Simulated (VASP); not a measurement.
# Si (P1) in VASP: relaxation of cell and atoms with PBE

Aim: the relaxation of cell and atoms of Si with PBE.

All numbers are computed with VASP 6.6.1; they aren't measurements. Logs are shortened: lines on timing, memory, paths and dates and some standing lists are left out, and cuts for length are marked.

**1. The cell of the first run**

The typed cell holds 12 atoms: a = 3.832 Å, b = 3.874 Å, c = 18.551 Å, α = 90.14°, β = 91.11°, γ = 121.36°.

**2. Relaxation of cell and atoms, PBE**

INCAR reads:

```
SYSTEM = Si
ALGO     = Normal         ! electronic algorithm
EDIFF    = 1E-7           ! SCF threshold, eV
EDIFFG   = -0.025         ! ionic threshold
ENCUT    = 600            ! plane-wave cutoff, eV
GGA      = PE             ! functional
IBRION   = 2              ! ionic algorithm
ISIF     = 3              ! what is computed and relaxed
ISMEAR   = 0              ! smearing method
LASPH    = .TRUE.         ! aspherical terms in the spheres
LCHARG   = .FALSE.        ! write CHGCAR
LREAL    = .FALSE.        ! projectors in reciprocal space
LWAVE    = .FALSE.        ! write WAVECAR
NELM     = 100            ! most SCF steps
NSW      = 80             ! ionic steps
PREC     = Accurate       ! precision mode
SIGMA    = 0.1            ! smearing width, eV
```

KPOINTS reads:

```
k-points
0
G
  6 6 1
  0 0 0
```

POSCAR reads:

```
Si
1.0
    3.8309817556     -0.0579824608     -0.0369224139
   -1.9657051618      3.3379145472     -0.0048989241
   -0.1815505746     -0.1326331807     18.5500182128
Si
12
Direct
   -0.0040551631      0.0120510539      0.8164550640
   -0.0014372447      0.0015753758      0.3073349509
    0.3226988001      0.6564600550      0.9773221989
    0.6893316368      0.3289694303      0.4789302572
    0.3380890129      0.6821612143      0.6459835472
    0.6613636887      0.3237593971      0.1399506577
   -0.0221574862     -0.0151201191      0.6876433192
   -0.0095405876      0.0080224662      0.1895662086
    0.3177049531      0.6522390083      0.8584522917
    0.6826926450      0.3159339663      0.3572331086
    0.3334481090      0.6717886467      0.5214231430
    0.6918616359      0.3621595053      0.0197052530
```

Potentials or basis: VASP PAW PBE potentials, release 64 (Si).

Command:

```
> cat potpaw_PBE.64/Si/POTCAR > POTCAR
> mpirun -np 1 vasp_std > vasp.out
```

OUTCAR:

```text
SYSTEM = Si
   EDIFF = 1E-7
   EDIFFG = -0.025
   ENCUT = 600
   GGA = PE
   IBRION = 2
   ISIF = 3
   ISMEAR = 0
   LASPH = .TRUE.
   LREAL = .FALSE.
   NELM = 100
   NSW = 80
   PREC = Accurate

 ion  position               nearest neighbor table
   1  0.996  0.012  0.816-   9 2.25   9 2.37   7 2.39   9 2.41
   2  0.999  0.002  0.307-   8 2.18  10 2.32  10 2.41  10 2.47
   3  0.323  0.656  0.977-   9 2.20  12 2.23  12 2.36  12 2.45
   4  0.689  0.329  0.479-  11 2.23  10 2.26  11 2.32  11 2.48
   5  0.338  0.682  0.646-   7 2.22  11 2.31   7 2.37   7 2.44
   6  0.661  0.324  0.140-  12 2.24   8 2.34   8 2.40   8 2.43
   7  0.978  0.985  0.688-   5 2.22   5 2.37   1 2.39   5 2.44
   8  0.990  0.008  0.190-   2 2.18   6 2.34   6 2.40   6 2.43
   9  0.318  0.652  0.858-   3 2.20   1 2.25   1 2.37   1 2.41
  10  0.683  0.316  0.357-   4 2.26   2 2.32   2 2.41   2 2.47
  11  0.333  0.672  0.521-   4 2.23   5 2.31   4 2.32   4 2.48
  12  0.692  0.362  0.020-   3 2.23   6 2.24   3 2.36   3 2.45

  LATTYP: Found a triclinic cell.
 ALAT       =     3.7734546886
 B/A-ratio  =     1.0154086202
 C/A-ratio  =     4.9162855485
 COS(alpha) =     0.0193121857
 COS(beta)  =     0.0221342084
 COS(gamma) =     0.4811890670

  Lattice vectors:

 A1 = (   1.8652765938,   3.2799320864,  -0.0418213380)
 A2 = (   3.8309817556,  -0.0579824608,  -0.0369224139)
 A3 = (   0.1815505746,   0.1326331807, -18.5500182128)

Analysis of symmetry for initial positions (statically):
=====================================================================
 Subroutine PRICEL returns:
 Original cell was already a primitive cell.

 Routine SETGRP: Setting up the symmetry group for a
 triclinic supercell.

 Subroutine GETGRP returns: Found  1 space group operations
 (whereof  1 operations were pure point group operations)
 out of a pool of  2 trial point group operations.

The static configuration has the point symmetry C_1 .

Analysis of symmetry for dynamics (positions and initial velocities):
=====================================================================
 Subroutine PRICEL returns:
 Original cell was already a primitive cell.

 Routine SETGRP: Setting up the symmetry group for a
 triclinic supercell.

 Subroutine GETGRP returns: Found  1 space group operations
 (whereof  1 operations were pure point group operations)
 out of a pool of  2 trial point group operations.

The dynamic configuration has the point symmetry C_1 .

 Subroutine INISYM returns: Found  1 space group operations
 (whereof  1 operations are pure point group operations),
 and found     1 'primitive' translations

----------------------------------------------------------------------------------------

                                     Primitive cell

  volume of cell :     235.0594

  direct lattice vectors                    reciprocal lattice vectors
     3.830981756 -0.057982461 -0.036922414     0.263413147  0.155129989  0.003687230
    -1.965705162  3.337914547 -0.004898924     0.004596596  0.302298440  0.002206430
    -0.181550575 -0.132633181 18.550018213     0.000525518  0.000388609  0.053916225

  length of vectors
     3.831598419  3.873718408 18.551380754     0.305721107  0.302341436  0.053920186

  position of ions in fractional coordinates (direct lattice)
     0.995944837  0.012051054  0.816455064
     0.998562755  0.001575376  0.307334951
     0.322698800  0.656460055  0.977322199
     0.689331637  0.328969430  0.478930257
     0.338089013  0.682161214  0.645983547
     0.661363689  0.323759397  0.139950658
     0.977842514  0.984879881  0.687643319
     0.990459412  0.008022466  0.189566209
     0.317704953  0.652239008  0.858452292
     0.682692645  0.315933966  0.357233109
     0.333448109  0.671788647  0.521423143
     0.691861636  0.362159505  0.019705253

  ion indices of the primitive-cell ions
   primitive index   ion index
                 1           1
                 2           2
                 3           3
                 4           4
                 5           5
                 6           6
                 7           7
                 8           8
                 9           9
                10          10
                11          11
                12          12

----------------------------------------------------------------------------------------

 KPOINTS: k-points

Automatic generation of k-mesh.
 Grid dimensions read from file:
 generate k-points for:    6    6    1

 Generating k-lattice:

  Cartesian coordinates                     Fractional coordinates (reciprocal lattice)
     0.043902191  0.025854998  0.000614538     0.166666667  0.000000000  0.000000000
     0.000766099  0.050383073  0.000367738    -0.000000000  0.166666667  0.000000000
     0.000525518  0.000388609  0.053916225     0.000000000  0.000000000  1.000000000

  Length of vectors
     0.050953518  0.050390239  0.053920186

  Shift w.r.t. Gamma in fractional coordinates (k-lattice)
     0.000000000  0.000000000  0.000000000

 Subroutine IBZKPT returns following result:
 ===========================================

 Found     20 irreducible k-points:

 Following reciprocal coordinates:
            Coordinates               Weight
  0.000000  0.000000  0.000000      1.000000
  0.166667  0.000000 -0.000000      2.000000
  0.333333  0.000000  0.000000      2.000000
  0.500000 -0.000000  0.000000      1.000000
  0.000000  0.166667  0.000000      2.000000
  0.166667  0.166667  0.000000      2.000000
[... 12 lines left out ...]
  0.333333  0.500000  0.000000      2.000000
  0.500000  0.500000  0.000000      1.000000
   k-points           NKPTS =     20   k-points in BZ     NKDIM =     20   number of bands    NBANDS=     31
   number of dos      NEDOS =    301   number of ions     NIONS =     12
   total plane-waves  NPLWV = 153600
   dimension x,y,z NGX =    32 NGY =   32 NGZ =  150
   dimension x,y,z NGXF=    64 NGYF=   64 NGZF=  300
   ions per type =              12
   NGX,Y,Z   is equivalent  to a cutoff of  13.88, 13.73, 13.44 a.u.
   NGXF,Y,Z  is equivalent  to a cutoff of  27.77, 27.47, 26.88 a.u.
 SYSTEM =  Si
   PREC   = accura    normal or accurate (medium, high low for compatibility)
   ISTART =      0    job   : 0-new  1-cont  2-samecut
   ICHARG =      2    charge: 1-file 2-atom 10-const
   ISPIN  =      1    spin polarized calculation?
   LNONCOLLINEAR =      F non collinear calculations
   LSORBIT =      F    spin-orbit coupling
   LASPH  =      T    aspherical Exc in radial PAW
   ENCUT  =  600.0 eV  44.10 Ry    6.64 a.u.   7.65  7.74 37.05*2*pi/ulx,y,z
   NELM   =    100;   NELMIN=  2; NELMDL= -5     # of ELM steps
   EDIFF  = 0.1E-06   stopping-criterion for ELM
   LREAL  =      F    real-space projection
   EDIFFG = -.3E-01   stopping-criterion for IOM
   NSW    =     80    number of steps for IOM
   IBRION =      2    ionic relax: 0-MD 1-quasi-New 2-CG
   NFREE  =      1    steps in history (QN), initial steepest desc. (CG)
   ISIF   =      3    stress and relaxation
   ISYM   =      2    0-nonsym 1-usesym 2-fastsym
   POTIM  = 0.5000    time-step for ionic-motion
   TEBEG  =    0.0;   TEEND  =   0.0 temperature during run
   PSTRESS=    0.0 pullay stress
   NELECT =      48.0000    total number of electrons
   NUPDOWN=      -1.0000    fix difference up-down
   EMIN   =  10.00;   EMAX   =-10.00  energy-range for DOS
   EFERMI =   0.00;   METHOD = LEGACY
   ISMEAR =     0;   SIGMA  =   0.10  broadening in eV -4-tet -1-fermi 0-gaus
   EFERMI_NEDOS =   21; number of points for ismear=-14 and -15
   IALGO  =     38    algorithm
   IMIX   =      4    mixing-type and parameters
     AMIX     =   0.40;   BMIX     =  1.00
     AMIX_MAG =   1.60;   BMIX_MAG =  1.00
  volume/ion in A,a.u.               =      19.59       132.19
  Fermi-wavevector in a.u.,A,eV,Ry     =   0.964042  1.821776 12.644948  0.929377
  Thomas-Fermi vector in A             =   2.093640
   LORBIT       =      0    0 simple, 1 ext, 2 COOP (PROOUT), +10 PAW based schemes
   GGA     = PE    functional components
   LHFCALC =     F    Hartree Fock is set to
   AEXX    =    0.0000 exact exchange contribution
   IVDW    =     0    specifies the selected vdW correction
   LEPSILON=     F    determine dielectric tensor
   LRPA    =     F    only Hartree local field effects (RPA)
 conjugate gradient relaxation of ions
 non-spin polarized calculation
 Gauss-broadening in eV      SIGMA  =   0.10
  energy-cutoff  :      600.00
  volume of cell :      235.06
 maximum number of plane-waves:      7883
 NGX is ok and might be reduce to    32
   NGX = 15   NGY = 15   NGZ = 75

--------------------------------------- Ionic step        1  -------------------------------------------

 number of electron      48.0000000 magnetization

 Free energy of the ion-electron system (eV)
  ---------------------------------------------------
  ext. energy  EPLUGINS =         0.00000000
  ---------------------------------------------------
  free energy    TOTEN  =       -63.85593167 eV

  energy without entropy =      -63.85192818  energy(sigma->0) =      -63.85392992

------------------------ aborting loop because EDIFF is reached ----------------------------------------

  FORCE on cell =-STRESS in cart. coord.  units (eV):
  Direction    XX          YY          ZZ          XY          YZ          ZX
  --------------------------------------------------------------------------------------
  -------------------------------------------------------------------------------------
  Total        5.3969045      2.4245110     14.9565209      4.6341461      1.6636786      1.9610549
  in kB       36.7855935     16.5255986    101.9444562     31.5865906     11.3397237     13.3666562
  external PRESSURE =      51.7518828 kB  Pullay stress =       0.0000000 kB
[... 119 lines left out ...]
  FREE ENERGIE OF THE ION-ELECTRON SYSTEM (eV)
  ---------------------------------------------------
  free  energy   TOTEN  =       -64.8607498549 eV

  energy  without entropy=      -64.8606531201  energy(sigma->0) =      -64.86070149

[... ionic steps 4 to 22 ...]

--------------------------------------- Ionic step       23  -------------------------------------------

 number of electron      48.0000000 magnetization

------------------------ aborting loop because EDIFF is reached ----------------------------------------

  FORCE on cell =-STRESS in cart. coord.  units (eV):
  Direction    XX          YY          ZZ          XY          YZ          ZX
  --------------------------------------------------------------------------------------
  -------------------------------------------------------------------------------------
  Total       -0.0917135     -0.0116231      0.1798818     -0.0776194     -0.0636686     -0.0808490
  in kB       -0.5994226     -0.0759667      1.1756749     -0.5073065     -0.4161266     -0.5284146
  external PRESSURE =       0.1667618 kB  Pullay stress =       0.0000000 kB
[... 77 lines left out ...]
  energy  without entropy=      -64.9896000026  energy(sigma->0) =      -64.98960037

--------------------------------------- Ionic step       25  -------------------------------------------

 number of electron      48.0000000 magnetization

 Free energy of the ion-electron system (eV)
  ---------------------------------------------------
  ext. energy  EPLUGINS =         0.00000000
  ---------------------------------------------------
  free energy    TOTEN  =       -64.98985711 eV

  energy without entropy =      -64.98985642  energy(sigma->0) =      -64.98985676

 E-fermi :   5.9980     XC(G=0):  -9.3267

 val. band max:        5.6999154378   @ k =   0.0000   0.0000   0.0000
 cond. band min:       6.2999146359   @ k =   0.5000   0.5000   0.0000
 fundamental gap:      0.5999991981
 Fermi energy:         5.9980219362

 k-point     1 :       0.0000    0.0000    0.0000
  band No.  band energies     occupation
      1      -6.1996      2.00000
      2      -5.8539      2.00000
      3      -5.8345      2.00000
      4      -4.8508      2.00000
      5      -4.8442      2.00000
      6      -3.9185      2.00000
[... 708 lines left out ...]
  FREE ENERGIE OF THE ION-ELECTRON SYSTEM (eV)
  ---------------------------------------------------
  free  energy   TOTEN  =       -64.9898571119 eV

  energy  without entropy=      -64.9898564174  energy(sigma->0) =      -64.98985676

 reached required accuracy - stopping structural energy minimisation
```

Wall time 30 min (1 thread of Oxide Virtual Turin-like, shared host); peak memory 0.45 GiB.

Results:

- Free energy: -64.9899 eV
- Relaxed volume: 20.43 Å³/atom
- Relaxed cell: a = 3.863 Å, b = 3.863 Å, c = 18.958 Å, α = 89.99°, β = 89.97°, γ = 119.96°
- Space group after relaxing (to 0.1 Å): P6_3/mmc (No. 194)
- Energy gained by relaxing: 94.5 meV/atom
- Ionic steps: 25
- Pressure after relaxing: 0.0 GPa
- Largest force after relaxing: 0.019 eV/Å
- Band gap on the k mesh: 0.60 eV (least direct gap 1.27 eV)

Forces on the atoms (eV/Å):
```
Si   0.004 -0.012 -0.009
Si  -0.010  0.014  0.002
Si   0.012 -0.003  0.005
Si  -0.003  0.002 -0.007
Si  -0.008  0.005  0.012
Si   0.003 -0.005  0.004
Si   0.010 -0.004  0.016
Si  -0.006  0.003 -0.014
Si   0.005  0.008 -0.008
Si  -0.001 -0.010 -0.006
Si  -0.004  0.003  0.004
Si  -0.003  0.000  0.002
```

The path:
```tsv
step	energy change (eV)	largest force (eV/Å)	pressure (GPa)	volume (Å³)
1	0.0000	2.8603	5.18	235.06
2	-0.6012	1.2200	-3.29	256.97
3	-1.0048	0.7291	-0.83	247.72
4	-1.0050	0.7307	-0.74	247.46
5	-1.1048	0.2957	-0.15	245.60
6	-1.1055	0.2646	-0.20	245.74
7	-1.1191	0.1393	0.15	244.76
8	-1.1203	0.1191	0.29	244.38
9	-1.1248	0.0773	-0.05	245.30
10	-1.1248	0.0795	-0.10	245.45
11	-1.1271	0.0616	-0.05	245.31
12	-1.1290	0.1043	0.05	245.03
13	-1.1309	0.0633	0.02	245.11
14	-1.1314	0.0656	-0.01	245.19
15	-1.1323	0.0376	-0.02	245.22
16	-1.1324	0.0428	-0.02	245.23
17	-1.1329	0.0289	0.01	245.14
18	-1.1329	0.0350	0.02	245.12
19	-1.1331	0.0307	-0.01	245.19
20	-1.1332	0.0445	-0.03	245.27
21	-1.1334	0.0374	-0.03	245.25
22	-1.1336	0.0338	-0.01	245.21
23	-1.1335	0.0549	0.02	245.14
24	-1.1337	0.0351	0.00	245.19
25	-1.1339	0.0194	0.01	245.16
```

Final structure:
```cif
data_structure
_symmetry_space_group_name_H-M 'P 1'
_symmetry_Int_Tables_number 1
_cell_length_a 3.8634
_cell_length_b 3.8635
_cell_length_c 18.9584
_cell_angle_alpha 89.995
_cell_angle_beta 89.965
_cell_angle_gamma 119.961
_cell_volume 245.16
loop_
_atom_site_label
_atom_site_type_symbol
_atom_site_fract_x
_atom_site_fract_y
_atom_site_fract_z
_atom_site_occupancy
Si1 Si 0.99814 0.00136 0.81288 1
Si2 Si 0.00232 0.99872 0.31299 1
Si3 Si 0.33153 0.66782 0.97925 1
Si4 Si 0.66802 0.33202 0.47928 1
Si5 Si 0.33305 0.66640 0.64528 1
Si6 Si 0.66725 0.33385 0.14546 1
Si7 Si 0.99926 0.99997 0.68695 1
Si8 Si 0.00076 0.00018 0.18721 1
Si9 Si 0.33128 0.66770 0.85459 1
Si10 Si 0.66890 0.33230 0.35466 1
Si11 Si 0.33440 0.66540 0.52068 1
Si12 Si 0.66509 0.33427 0.02077 1
```

Levels at points of the mesh, in eV from the valence-band top:
| k point | band 22 | band 23 | band 24 | band 25 | band 26 | band 27 |
| --- | --- | --- | --- | --- | --- | --- |
| (0.00, 0.00, 0.00) | -0.09 | -0.01 | 0.00 | 1.27 | 1.45 | 1.67 |
| (0.50, 0.00, 0.00) | -1.81 | -1.72 | -1.25 | 0.61 | 0.96 | 1.03 |
| (0.00, 0.50, 0.00) | -1.81 | -1.72 | -1.25 | 0.61 | 0.96 | 1.03 |
| (0.50, 0.50, 0.00) | -1.82 | -1.71 | -1.26 | 0.60 | 0.95 | 1.02 |

Caveat: semilocal functionals underestimate gaps, and a narrow one can read as zero. A k mesh can miss the band edges.
